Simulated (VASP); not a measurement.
# NiCl4 (Cmmm) in VASP: settings compared

NiCl4 is run at these levels: PBE, LDA, PBEsol; tasks: single point.

Program: VASP 6.6.1. These are calculated values, not measurements. Logs are shortened: lines on timing, memory, paths and dates and some standing lists are left out, and cuts for length are marked.

### 1 The cell of the first run

It takes space group Cmmm (No. 65, orthorhombic). The conventional cell has a = 7.937 Å, b = 8.334 Å, c = 3.563 Å, α = 90.00°, β = 90.00°, γ = 90.00°. Within 3.3 Å of Cl (site symmetry m2m) lie 2 Ni at 2.38 Å and 5 Cl at 3.16 to 3.28 Å. Within 3.0 Å of Cl (site symmetry 2mm) lie 1 Ni at 2.26 Å. Within 3.0 Å of Ni (site symmetry mmm) lie 6 Cl at 2.26 to 2.38 Å.

### 2 Single point, PBE

File INCAR:

```
  PREC = Accurate
  ENCUT = 520
  EDIFF = 1E-6
  ISMEAR = -1
  SIGMA = 0.1
  LREAL = False
  LASPH = True
  NELM = 60
  ALGO = Normal
  ISIF = 2
  LWAVE = False
  LCHARG = False
  GGA = PE
  NBANDS = 27
```

File KPOINTS:

```
Automatic mesh
0
Gamma
  3 3 5
```

File POSCAR:

```
NiCl4
1.0
    3.9683770000      4.1670710000      0.0000000000
    3.9683770000     -4.1670710000      0.0000000000
    0.0000000000      0.0000000000     -3.5634810000
Cl Ni
4 1
Direct
    0.1894000000      0.8106000000      0.5000000000
    0.8106000000      0.1894000000      0.5000000000
    0.2852000000      0.2852000000      0.0000000000
    0.7148000000      0.7148000000      0.0000000000
    0.0000000000      0.0000000000      0.0000000000
```

Potentials or basis: VASP PAW PBE potentials, release 64 (Cl, Ni).

The run is started by

```console
$ cat potpaw_PBE.64/Cl/POTCAR potpaw_PBE.64/Ni/POTCAR > POTCAR
$ mpirun -np 1 vasp_std > vasp.out
```

OUTCAR:

```text
PREC = Accurate
   ENCUT = 520
   EDIFF = 1E-6
   ISMEAR = -1
   LREAL = False
   LASPH = True
   NELM = 60
   ISIF = 2
   GGA = PE

 ion  position               nearest neighbor table
   1  0.189  0.811  0.500-   5 2.38   5 2.38
   2  0.811  0.189  0.500-   5 2.38   5 2.38
   3  0.285  0.285  0.000-   5 2.26
   4  0.715  0.715  0.000-   5 2.26
   5  0.000  0.000  0.000-   3 2.26   4 2.26   1 2.38   2 2.38   1 2.38   2 2.38

  LATTYP: Found a base centered orthorhombic cell.
 ALAT       =     7.9367540000
 B/A-ratio  =     1.0500693357
 C/A-ratio  =     0.4489846857

  Lattice vectors:

 A1 = (   3.9683770000,   4.1670710000,   0.0000000000)
 A2 = (   3.9683770000,  -4.1670710000,   0.0000000000)
 A3 = (   0.0000000000,   0.0000000000,  -3.5634810000)

Analysis of symmetry for initial positions (statically):
=====================================================================
 Subroutine PRICEL returns:
 Original cell was already a primitive cell.

 Routine SETGRP: Setting up the symmetry group for a
 base centered orthorhombic supercell.

 Subroutine GETGRP returns: Found  8 space group operations
 (whereof  8 operations were pure point group operations)
 out of a pool of  8 trial point group operations.

The static configuration has the point symmetry D_2h.

Analysis of symmetry for dynamics (positions and initial velocities):
=====================================================================
 Subroutine PRICEL returns:
 Original cell was already a primitive cell.

 Routine SETGRP: Setting up the symmetry group for a
 base centered orthorhombic supercell.

 Subroutine GETGRP returns: Found  8 space group operations
 (whereof  8 operations were pure point group operations)
 out of a pool of  8 trial point group operations.

The dynamic configuration has the point symmetry D_2h.

 Subroutine INISYM returns: Found  8 space group operations
 (whereof  8 operations are pure point group operations),
 and found     1 'primitive' translations

----------------------------------------------------------------------------------------

                                     Primitive cell

  volume of cell :     117.8551

  direct lattice vectors                    reciprocal lattice vectors
     3.968377000  4.167071000  0.000000000     0.125996094  0.119988356  0.000000000
     3.968377000 -4.167071000  0.000000000     0.125996094 -0.119988356  0.000000000
     0.000000000  0.000000000 -3.563481000     0.000000000  0.000000000 -0.280624479

  length of vectors
     5.754345900  5.754345900  3.563481000     0.173989141  0.173989141  0.280624479

  position of ions in fractional coordinates (direct lattice)
     0.189400000  0.810600000  0.500000000
     0.810600000  0.189400000  0.500000000
     0.285200000  0.285200000  0.000000000
     0.714800000  0.714800000  0.000000000
     0.000000000  0.000000000  0.000000000

  ion indices of the primitive-cell ions
   primitive index   ion index
                 1           1
                 2           2
                 3           3
                 4           4
                 5           5

----------------------------------------------------------------------------------------

 KPOINTS: Automatic mesh

Automatic generation of k-mesh.
 Grid dimensions read from file:
 generate k-points for:    3    3    5

 Generating k-lattice:

  Cartesian coordinates                     Fractional coordinates (reciprocal lattice)
     0.041998698  0.039996119  0.000000000     0.333333333  0.000000000  0.000000000
     0.041998698 -0.039996119  0.000000000     0.000000000  0.333333333  0.000000000
     0.000000000  0.000000000 -0.056124896     0.000000000  0.000000000  0.200000000

  Length of vectors
     0.057996380  0.057996380  0.056124896

  Shift w.r.t. Gamma in fractional coordinates (k-lattice)
     0.000000000  0.000000000  0.000000000

 Subroutine IBZKPT returns following result:
 ===========================================

 Found     12 irreducible k-points:

 Following reciprocal coordinates:
            Coordinates               Weight
  0.000000  0.000000  0.000000      1.000000
  0.333333  0.000000  0.000000      4.000000
  0.333333  0.333333  0.000000      2.000000
 -0.333333  0.333333  0.000000      2.000000
  0.000000  0.000000  0.200000      2.000000
  0.333333  0.000000  0.200000      8.000000
  0.333333  0.333333  0.200000      4.000000
 -0.333333  0.333333  0.200000      4.000000
  0.000000  0.000000  0.400000      2.000000
  0.333333  0.000000  0.400000      8.000000
  0.333333  0.333333  0.400000      4.000000
 -0.333333  0.333333  0.400000      4.000000
   k-points           NKPTS =     12   k-points in BZ     NKDIM =     12   number of bands    NBANDS=     27
   number of dos      NEDOS =    301   number of ions     NIONS =      5
   total plane-waves  NPLWV =  64512
   dimension x,y,z NGX =    48 NGY =   48 NGZ =   28
   dimension x,y,z NGXF=    96 NGYF=   96 NGZF=   56
   ions per type =               4   1
   NGX,Y,Z   is equivalent  to a cutoff of  13.87, 13.87, 13.06 a.u.
   NGXF,Y,Z  is equivalent  to a cutoff of  27.73, 27.73, 26.13 a.u.
 SYSTEM =  unknown system
   PREC   = accura    normal or accurate (medium, high low for compatibility)
   ISTART =      0    job   : 0-new  1-cont  2-samecut
   ICHARG =      2    charge: 1-file 2-atom 10-const
   ISPIN  =      1    spin polarized calculation?
   LNONCOLLINEAR =      F non collinear calculations
   LSORBIT =      F    spin-orbit coupling
   LASPH  =      T    aspherical Exc in radial PAW
   ENCUT  =  520.0 eV  38.22 Ry    6.18 a.u.  10.70 10.70  6.63*2*pi/ulx,y,z
   NELM   =     60;   NELMIN=  2; NELMDL= -5     # of ELM steps
   EDIFF  = 0.1E-05   stopping-criterion for ELM
   LREAL  =      F    real-space projection
   EDIFFG = 0.1E-04   stopping-criterion for IOM
   NSW    =      0    number of steps for IOM
   IBRION =     -1    ionic relax: 0-MD 1-quasi-New 2-CG
   NFREE  =      0    steps in history (QN), initial steepest desc. (CG)
   ISIF   =      2    stress and relaxation
   ISYM   =      2    0-nonsym 1-usesym 2-fastsym
   POTIM  = 0.5000    time-step for ionic-motion
   TEBEG  =    0.0;   TEEND  =   0.0 temperature during run
   PSTRESS=    0.0 pullay stress
   NELECT =      38.0000    total number of electrons
   NUPDOWN=      -1.0000    fix difference up-down
   EMIN   =  10.00;   EMAX   =-10.00  energy-range for DOS
   EFERMI =   0.00;   METHOD = LEGACY
   ISMEAR =    -1;   SIGMA  =   0.10  broadening in eV -4-tet -1-fermi 0-gaus
   EFERMI_NEDOS =   21; number of points for ismear=-14 and -15
   IALGO  =     38    algorithm
   IMIX   =      4    mixing-type and parameters
     AMIX     =   0.40;   BMIX     =  1.00
     AMIX_MAG =   1.60;   BMIX_MAG =  1.00
  volume/ion in A,a.u.               =      23.57       159.07
  Fermi-wavevector in a.u.,A,eV,Ry     =   1.122587  2.121381 17.146078  1.260201
  Thomas-Fermi vector in A             =   2.259248
   LORBIT       =      0    0 simple, 1 ext, 2 COOP (PROOUT), +10 PAW based schemes
   GGA     = PE    functional components
   LHFCALC =     F    Hartree Fock is set to
   AEXX    =    0.0000 exact exchange contribution
   IVDW    =     0    specifies the selected vdW correction
   LEPSILON=     F    determine dielectric tensor
   LRPA    =     F    only Hartree local field effects (RPA)
 non-spin polarized calculation
  energy-cutoff  :      520.00
  volume of cell :      117.86
 maximum number of plane-waves:      3201
 NGX is ok and might be reduce to    48
   NGX = 21   NGY = 21   NGZ = 13

 number of electron      38.0000017 magnetization

 Free energy of the ion-electron system (eV)
  ---------------------------------------------------
  ext. energy  EPLUGINS =         0.00000000
  ---------------------------------------------------
  free energy    TOTEN  =       -13.95965969 eV

  energy without entropy =      -13.77474329  energy(sigma->0) =      -13.86720149

 E-fermi :   0.6956     XC(G=0):  -8.7087

 val. band max:        0.6942272967   @ k =   0.0000   0.0000   0.0000
 cond. band min:       0.7020289224   @ k =  -0.3333   0.3333   0.2000
 fundamental gap:      0.0078016257
 Fermi energy:         0.6956143516

 k-point     1 :       0.0000    0.0000    0.0000
  band No.  band energies     occupation
      1     -14.2612      2.00000
      2     -13.4423      2.00000
      3     -12.7018      2.00000
      4     -12.6359      2.00000
      5      -4.1573      2.00000
      6      -2.9612      2.00000
[... 19 lines left out ...]
     26       9.9064      0.00000
     27      10.4870      0.00000

 k-point     2 :       0.3333    0.0000    0.0000
  band No.  band energies     occupation
      1     -14.1726      2.00000
      2     -13.4924      2.00000
      3     -12.7970      2.00000
      4     -12.6248      2.00000
      5      -3.8876      2.00000
      6      -2.9704      2.00000
[... 19 lines left out ...]
     26      10.8120      0.00000
     27      10.8931      0.00000

 k-point     3 :       0.3333    0.3333    0.0000
  band No.  band energies     occupation
      1     -14.0992      2.00000
      2     -13.4895      2.00000
      3     -12.8784      2.00000
      4     -12.6653      2.00000
      5      -3.6580      2.00000
      6      -3.0148      2.00000
[... 19 lines left out ...]
     26      11.1792      0.00000
     27      11.2468      0.00000

 k-point     4 :      -0.3333    0.3333    0.0000
  band No.  band energies     occupation
      1     -14.1009      2.00000
      2     -13.5065      2.00000
      3     -12.7739      2.00000
      4     -12.7477      2.00000
      5      -3.7076      2.00000
      6      -3.2386      2.00000
[... 19 lines left out ...]
     26      11.0361      0.00000
     27      11.0922      0.00000
[... 156 lines left out ...]
      4     -12.5879      2.00000
      5      -3.9400      2.00000
      6      -3.0848      2.00000
[... 19 lines left out ...]
     26      10.7260      0.00000
     27      11.1965      0.00000

 k-point    11 :       0.3333    0.3333    0.4000
  band No.  band energies     occupation
      1     -13.6638      2.00000
      2     -13.3419      2.00000
      3     -12.6952      2.00000
      4     -12.6166      2.00000
      5      -4.0511      2.00000
      6      -3.1956      2.00000
[... 19 lines left out ...]
     26      10.5619      0.00000
     27      11.0749      0.00000

 k-point    12 :      -0.3333    0.3333    0.4000
  band No.  band energies     occupation
      1     -13.6642      2.00000
      2     -13.3442      2.00000
      3     -12.7498      2.00000
      4     -12.5539      2.00000
      5      -4.1340      2.00000
      6      -3.2452      2.00000
[... 19 lines left out ...]
     26      10.5428      0.00000
     27      11.0282      0.00000

------------------------ aborting loop because EDIFF is reached ----------------------------------------

  FORCE on cell =-STRESS in cart. coord.  units (eV):
  Direction    XX          YY          ZZ          XY          YZ          ZX
  --------------------------------------------------------------------------------------
  -------------------------------------------------------------------------------------
  Total       -2.6616073     -1.6382789     -3.6991947      0.0000000      0.0000000      0.0000000
  in kB      -36.1831430    -22.2715347    -50.2885949      0.0000000      0.0000000      0.0000000
  external PRESSURE =     -36.2477575 kB  Pullay stress =       0.0000000 kB

 VOLUME and BASIS-vectors are now :
 -----------------------------------------------------------------------------
  energy-cutoff  :      520.00
  volume of cell :      117.86
      direct lattice vectors                 reciprocal lattice vectors
     3.968377000  4.167071000  0.000000000     0.125996094  0.119988356  0.000000000
     3.968377000 -4.167071000  0.000000000     0.125996094 -0.119988356  0.000000000
     0.000000000  0.000000000 -3.563481000     0.000000000  0.000000000 -0.280624479

 POSITION                                       TOTAL-FORCE (eV/Angst)
 -----------------------------------------------------------------------------------
      3.96838     -2.58858     -1.78174         0.000000     -0.670597     -0.000000
      3.96838      2.58858     -1.78174         0.000000      0.670597      0.000000
      2.26356      0.00000      0.00000        -0.594837      0.000000      0.000000
      5.67319      0.00000      0.00000         0.594837      0.000000      0.000000
      0.00000      0.00000      0.00000         0.000000      0.000000      0.000000
 -----------------------------------------------------------------------------------
    total drift:                               -0.000000      0.000000      0.000000

  FREE ENERGIE OF THE ION-ELECTRON SYSTEM (eV)
  ---------------------------------------------------
  free  energy   TOTEN  =       -13.9596596891 eV

  energy  without entropy=      -13.7747432870  energy(sigma->0) =      -13.86720149
```

Run time: 1.8 min. Hardware: 1 thread of Intel Xeon 8259CL, shared host; peak memory 0.24 GiB.

What came out:

```
Free energy            : -13.9597 eV
Pressure               : -3.6 GPa
Largest force          : 0.671 eV/Å
Band gap on the k mesh : zero (bands 19 and 20 overlap by 0.05 eV)
```

Forces on the atoms (eV/Å):
```
Cl   0.000 -0.671  0.000
Cl   0.000  0.671  0.000
Cl  -0.595  0.000  0.000
Cl   0.595  0.000  0.000
Ni   0.000  0.000  0.000
```

Caveat: the k points lie up to 0.36 Å⁻¹ apart; the run has no spin polarisation, though such a crystal can be magnetic; semilocal functionals often make such compounds metallic where correlation or magnetic order opens a gap, which also shifts bond lengths. With open d or f shells a metallic result of PBE can be an artefact of self-interaction; +U or a hybrid may open a gap.

(Continued in part 2 of 2.)

The gap in the log of VASP goes by the Fermi energy; the results here count the filled bands.